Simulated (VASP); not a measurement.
# In in VASP: further runs, part 2 of 2

VASP 6.6.1. Earlier steps stand in the parts before.

**4. Single point, PBEsol (functional PBEsol, strained)**

Contents of INCAR:

```
SYSTEM = In
PREC     = Accurate       ! precision mode
ENCUT    = 520            ! plane-wave cutoff, eV
EDIFF    = 1E-7           ! SCF threshold, eV
ISMEAR   = 0              ! smearing method
SIGMA    = 0.1            ! smearing width, eV
LREAL    = .False.        ! projectors in reciprocal space
LASPH    = .True.         ! aspherical terms in the spheres
NELM     = 100            ! most SCF steps
ALGO     = Normal         ! electronic algorithm
ISIF     = 2              ! what is computed and relaxed
LWAVE    = .False.        ! write WAVECAR
LCHARG   = .True.         ! write CHGCAR
GGA      = PS             ! functional
LELF     = .True.         ! ELF
LVHAR    = .True.       
NBANDS   = 34             ! bands
```

Contents of KPOINTS:

```
Automatic mesh
0
Gamma
  15 15 4
  0 0 0
```

Contents of POSCAR:

```
In
1.0
    3.5033424680      0.0000000000      0.0000000000
   -1.7516712340      3.0339835754      0.0000000000
    0.0000000000      0.0000000000     11.2475722657
In
4
Direct
    0.0000000000      0.0000000000      0.0000000000
    0.3333333300      0.6666666700      0.2500000000
    0.0000000000      0.0000000000      0.5000000000
    0.6666666700      0.3333333300      0.7500000000
```

Potentials or basis: VASP PAW PBE potentials, release 64 (In_d).

The run is started by

```console
$ cat potpaw_PBE.64/In_d/POTCAR > POTCAR
$ mpirun -np 1 vasp_std > vasp.out
```

OUTCAR:

```text
SYSTEM = In
   PREC = Accurate
   ENCUT = 520
   EDIFF = 1E-7
   ISMEAR = 0
   LREAL = .False.
   LASPH = .True.
   NELM = 100
   ISIF = 2
   GGA = PS

 ion  position               nearest neighbor table
   1  0.000  0.000  0.000-   2 3.46   4 3.46   2 3.46   4 3.46   4 3.46   2 3.46
   2  0.333  0.667  0.250-   1 3.46   3 3.46   1 3.46   3 3.46   1 3.46   3 3.46
   3  0.000  0.000  0.500-   2 3.46   4 3.46   2 3.46   4 3.46   4 3.46   2 3.46
   4  0.667  0.333  0.750-   1 3.46   3 3.46   1 3.46   3 3.46   1 3.46   3 3.46

  LATTYP: Found a hexagonal cell.
 ALAT       =     3.5033424680
 C/A-ratio  =     3.2105260529

  Lattice vectors:

 A1 = (   3.5033424680,   0.0000000000,   0.0000000000)
 A2 = (  -1.7516712340,   3.0339835754,   0.0000000000)
 A3 = (   0.0000000000,   0.0000000000,  11.2475722657)

Analysis of symmetry for initial positions (statically):
=====================================================================
 Subroutine PRICEL returns:
 Original cell was already a primitive cell.

 Routine SETGRP: Setting up the symmetry group for a
 hexagonal supercell.

 Subroutine GETGRP returns: Found 24 space group operations
 (whereof 12 operations were pure point group operations)
 out of a pool of 24 trial point group operations.

The static configuration has the point symmetry D_3d.
 The point group associated with its full space group is D_6h.

Analysis of symmetry for dynamics (positions and initial velocities):
=====================================================================
 Subroutine PRICEL returns:
 Original cell was already a primitive cell.

 Routine SETGRP: Setting up the symmetry group for a
 hexagonal supercell.

 Subroutine GETGRP returns: Found 24 space group operations
 (whereof 12 operations were pure point group operations)
 out of a pool of 24 trial point group operations.

The dynamic configuration has the point symmetry D_3d.
 The point group associated with its full space group is D_6h.

 Subroutine INISYM returns: Found 24 space group operations
 (whereof 12 operations are pure point group operations),
 and found     1 'primitive' translations

----------------------------------------------------------------------------------------

                                     Primitive cell

  volume of cell :     119.5514

  direct lattice vectors                    reciprocal lattice vectors
     3.503342468  0.000000000  0.000000000     0.285441692  0.164799837  0.000000000
    -1.751671234  3.033983575  0.000000000     0.000000000  0.329599675  0.000000000
     0.000000000  0.000000000 11.247572266     0.000000000  0.000000000  0.088908075

  length of vectors
     3.503342468  3.503342468 11.247572266     0.329599675  0.329599675  0.088908075

  position of ions in fractional coordinates (direct lattice)
     0.000000000  0.000000000  0.000000000
     0.333333330  0.666666670  0.250000000
     0.000000000  0.000000000  0.500000000
     0.666666670  0.333333330  0.750000000

  ion indices of the primitive-cell ions
   primitive index   ion index
                 1           1
                 2           2
                 3           3
                 4           4

----------------------------------------------------------------------------------------

 KPOINTS: Automatic mesh

Automatic generation of k-mesh.
 Grid dimensions read from file:
 generate k-points for:   15   15    4

 Generating k-lattice:

  Cartesian coordinates                     Fractional coordinates (reciprocal lattice)
     0.019029446  0.010986656  0.000000000     0.066666667 -0.000000000  0.000000000
     0.000000000  0.021973312  0.000000000     0.000000000  0.066666667  0.000000000
     0.000000000  0.000000000  0.022227019     0.000000000  0.000000000  0.250000000

  Length of vectors
     0.021973312  0.021973312  0.022227019

  Shift w.r.t. Gamma in fractional coordinates (k-lattice)
     0.000000000  0.000000000  0.000000000

 Subroutine IBZKPT returns following result:
 ===========================================

 Found     81 irreducible k-points:

 Following reciprocal coordinates:
            Coordinates               Weight
  0.000000  0.000000  0.000000      1.000000
  0.066667 -0.000000  0.000000      6.000000
  0.133333 -0.000000  0.000000      6.000000
  0.200000 -0.000000  0.000000      6.000000
  0.266667 -0.000000  0.000000      6.000000
  0.333333  0.000000  0.000000      6.000000
[... 16 lines left out ...]
  0.333333  0.200000  0.000000     12.000000
  0.400000  0.200000  0.000000      6.000000
 [... further k-points ...]
   k-points           NKPTS =     81   k-points in BZ     NKDIM =     81   number of bands    NBANDS=     34
   number of dos      NEDOS =    301   number of ions     NIONS =      4
   total plane-waves  NPLWV =  65856
   dimension x,y,z NGX =    28 NGY =   28 NGZ =   84
   dimension x,y,z NGXF=    56 NGYF=   56 NGZF=  168
   ions per type =               4
   NGX,Y,Z   is equivalent  to a cutoff of  13.29, 13.29, 12.42 a.u.
   NGXF,Y,Z  is equivalent  to a cutoff of  26.57, 26.57, 24.83 a.u.
 SYSTEM =  In
   PREC   = accura    normal or accurate (medium, high low for compatibility)
   ISTART =      0    job   : 0-new  1-cont  2-samecut
   ICHARG =      2    charge: 1-file 2-atom 10-const
   ISPIN  =      1    spin polarized calculation?
   LNONCOLLINEAR =      F non collinear calculations
   LSORBIT =      F    spin-orbit coupling
   LASPH  =      T    aspherical Exc in radial PAW
   ENCUT  =  520.0 eV  38.22 Ry    6.18 a.u.   6.51  6.51 20.91*2*pi/ulx,y,z
   NELM   =    100;   NELMIN=  2; NELMDL= -5     # of ELM steps
   EDIFF  = 0.1E-06   stopping-criterion for ELM
   LREAL  =      F    real-space projection
   EDIFFG = 0.1E-05   stopping-criterion for IOM
   NSW    =      0    number of steps for IOM
   IBRION =     -1    ionic relax: 0-MD 1-quasi-New 2-CG
   NFREE  =      0    steps in history (QN), initial steepest desc. (CG)
   ISIF   =      2    stress and relaxation
   ISYM   =      2    0-nonsym 1-usesym 2-fastsym
   POTIM  = 0.5000    time-step for ionic-motion
   TEBEG  =    0.0;   TEEND  =   0.0 temperature during run
   PSTRESS=    0.0 pullay stress
   NELECT =      52.0000    total number of electrons
   NUPDOWN=      -1.0000    fix difference up-down
   EMIN   =  10.00;   EMAX   =-10.00  energy-range for DOS
   EFERMI =   0.00;   METHOD = LEGACY
   ISMEAR =     0;   SIGMA  =   0.10  broadening in eV -4-tet -1-fermi 0-gaus
   EFERMI_NEDOS =   21; number of points for ismear=-14 and -15
   IALGO  =     38    algorithm
   IMIX   =      4    mixing-type and parameters
     AMIX     =   0.40;   BMIX     =  1.00
     AMIX_MAG =   1.60;   BMIX_MAG =  1.00
  volume/ion in A,a.u.               =      29.89       201.69
  Fermi-wavevector in a.u.,A,eV,Ry     =   1.240389  2.343994 20.933430  1.538564
  Thomas-Fermi vector in A             =   2.374831
   LORBIT       =      0    0 simple, 1 ext, 2 COOP (PROOUT), +10 PAW based schemes
   GGA     = PS    functional components
   LHFCALC =     F    Hartree Fock is set to
   AEXX    =    0.0000 exact exchange contribution
   IVDW    =     0    specifies the selected vdW correction
   LEPSILON=     F    determine dielectric tensor
   LRPA    =     F    only Hartree local field effects (RPA)
 non-spin polarized calculation
 Gauss-broadening in eV      SIGMA  =   0.10
  energy-cutoff  :      520.00
  volume of cell :      119.55
 maximum number of plane-waves:      3281
 NGX is ok and might be reduce to    28
   NGX = 13   NGY = 13   NGZ = 41

 number of electron      52.0000009 magnetization

 Free energy of the ion-electron system (eV)
  ---------------------------------------------------
  ext. energy  EPLUGINS =         0.00000000
  ---------------------------------------------------
  free energy    TOTEN  =       -11.64211730 eV

  energy without entropy =      -11.63213317  energy(sigma->0) =      -11.63712524

 E-fermi :   5.9227     XC(G=0):  -9.7878

 val. band max:        5.8927262757   @ k =   0.3333   0.0667   0.0000
 cond. band min:       5.9495788815   @ k =   0.3333   0.2667   0.0000
 fundamental gap:      0.0568526059
 Fermi energy:         5.9226684424

 k-point     1 :       0.0000    0.0000    0.0000
  band No.  band energies     occupation
      1      -8.5230      2.00000
      2      -8.5044      2.00000
      3      -8.4965      2.00000
      4      -8.4965      2.00000
      5      -8.4846      2.00000
      6      -8.4786      2.00000
[... 26 lines left out ...]
     33      14.0929      0.00000
     34      15.0478      0.00000
[... 820 lines left out ...]
      4      -8.5045      2.00000
      5      -8.4972      2.00000
      6      -8.4740      2.00000
[... 26 lines left out ...]
     33       9.0418      0.00000
     34      10.3291      0.00000

 [... further k-points ...]
[... 5 lines left out ...]
  --------------------------------------------------------------------------------------
  -------------------------------------------------------------------------------------
  Total       -3.5516629     -3.5516629     -3.3572765      0.0000000      0.0000000      0.0000000
  in kB      -47.5978910    -47.5978910    -44.9928069      0.0000000      0.0000000      0.0000000
  external PRESSURE =     -46.7295296 kB  Pullay stress =       0.0000000 kB

 VOLUME and BASIS-vectors are now :
 -----------------------------------------------------------------------------
  energy-cutoff  :      520.00
  volume of cell :      119.55
      direct lattice vectors                 reciprocal lattice vectors
     3.503342468  0.000000000  0.000000000     0.285441692  0.164799837  0.000000000
    -1.751671234  3.033983575  0.000000000     0.000000000  0.329599675  0.000000000
     0.000000000  0.000000000 11.247572266     0.000000000  0.000000000  0.088908075

 POSITION                                       TOTAL-FORCE (eV/Angst)
 -----------------------------------------------------------------------------------
      0.00000      0.00000      0.00000        -0.000000      0.000000     -0.000000
     -0.00000      2.02266      2.81189         0.000000      0.000000     -0.000000
      0.00000      0.00000      5.62379        -0.000000      0.000000     -0.000000
      1.75167      1.01133      8.43568        -0.000000      0.000000      0.000000
 -----------------------------------------------------------------------------------
    total drift:                               -0.000000      0.000000      0.000000

  FREE ENERGIE OF THE ION-ELECTRON SYSTEM (eV)
  ---------------------------------------------------
  free  energy   TOTEN  =       -11.6421173005 eV

  energy  without entropy=      -11.6321331725  energy(sigma->0) =      -11.63712524
```

Wall time 5.1 min (1 thread of Intel Xeon Platinum 8259CL at 2.50GHz (Skylake/Cascade Lake), shared host); peak memory 0.39 GiB.

Results:

```yaml
Free_energy: -11.6421 eV
Pressure: -4.7 GPa
Band_gap_on_the_k_mesh: zero (band 26 reaches 9.26 eV, above the bottom of band 27 at 4.93 eV)
```

Stress tensor (GPa, compression positive):
```
-4.76  0.00  0.00
 0.00 -4.76  0.00
 0.00  0.00 -4.50
```

Levels at points of the mesh, in eV from the Fermi level:
```csv
k point,band 22,band 23,band 24,band 25,band 26,band 27,band 28,band 29,band 30,band 31
"(0.00, 0.00, 0.00)",-7.41,-7.40,-4.08,-2.77,3.03,3.04,7.29,7.29,8.06,8.06
"(0.00, 0.00, 0.50)",-8.36,-5.81,-5.81,-0.42,-0.42,6.93,6.93,7.52,7.52,7.52
```

Caveat: the cell differs from its parent crystal (functional PBEsol, strained); the PAW data sets were made with another functional, which shifts forces and pressure a little; spin-orbit coupling is left out, which moves the levels of the heavy elements.

**5. Single point, PBE (strained)**

Contents of INCAR:

```
SYSTEM = In
PREC = Accurate
ENCUT = 520
EDIFF = 1E-7
ISMEAR = 0
SIGMA = 0.1
LREAL = .False.
LASPH = .True.
NELM = 100
ALGO = Normal
ISIF = 2
LWAVE = .False.
LCHARG = .False.
GGA = PE
NBANDS = 34
```

KPOINTS is that of step 4.

Contents of POSCAR:

```
In
1.0
    3.1636951532      0.0000000000      0.0000000000
   -1.5818475766      2.7398403724      0.0000000000
    0.0000000000      0.0000000000     10.8051082142
In
4
Direct
    0.0000000000      0.0000000000      0.0000000000
    0.3333333300      0.6666666700      0.2500000000
    0.0000000000      0.0000000000      0.5000000000
    0.6666666700      0.3333333300      0.7500000000
```

The run is started by

```console
$ cat potpaw_PBE.64/In_d/POTCAR > POTCAR
$ mpirun -np 1 vasp_std > vasp.out
```

It took 3.3 min on 1 thread of Intel Xeon Platinum 8259CL at 2.50GHz (Skylake/Cascade Lake), shared host; peak memory 0.32 GiB.

Results (log left out):

* Free energy: -9.8458 eV
* Pressure: 8.7 GPa
* Band gap on the k mesh: zero (band 26 reaches 12.50 eV, above the bottom of band 27 at 7.64 eV)

Stress tensor (GPa, compression positive):
```
9.19 0.00 0.00
0.00 9.19 0.00
0.00 0.00 7.60
```

Levels at points of the mesh, in eV from the Fermi level:
```tsv
k point	band 22	band 23	band 24	band 25	band 26	band 27	band 28	band 29	band 30	band 31
(0.00, 0.00, 0.00)	-8.99	-8.99	-4.97	-4.13	2.60	2.61	9.76	9.76	10.29	10.65
(0.00, 0.00, 0.50)	-10.08	-7.16	-7.16	-1.25	-1.25	6.91	6.91	10.02	10.02	10.02
```

Caveat: the cell differs from its parent crystal (strained); spin-orbit coupling is left out, which moves the levels of the heavy elements.

**6. The runs side by side**

| level | cell | gap on the mesh (eV) | pressure (GPa) |
| --- | --- | --- | --- |
| PBE | a = 3.220, b = 3.220, c = 10.985 Å, angles 90.0, 90.0, 120.0°, 4 atoms | none | 5.2 |
| PBE | a = 3.407, b = 3.407, c = 9.967 Å, angles 90.0, 90.0, 120.0°, 4 atoms | none | 4.6 |
| PBEsol | a = 3.503, b = 3.503, c = 11.248 Å, angles 90.0, 90.0, 120.0°, 4 atoms | none | -4.7 |
| PBE | a = 3.164, b = 3.164, c = 10.805 Å, angles 90.0, 90.0, 120.0°, 4 atoms | none | 8.7 |

Alike in all rows: task single point; potentials or basis VASP PAW PBE potentials, release 64 (In_d); no spin polarisation; k mesh 15 × 15 × 4; cutoff (eV) 520; smearing gaussian 0.1 eV.

Caveats: spin-orbit coupling is left out, which moves the levels of the heavy elements; the PAW data sets were made with another functional, which shifts forces and pressure a little (some runs).

Absolute energies hang on the potentials; compare differences alone.
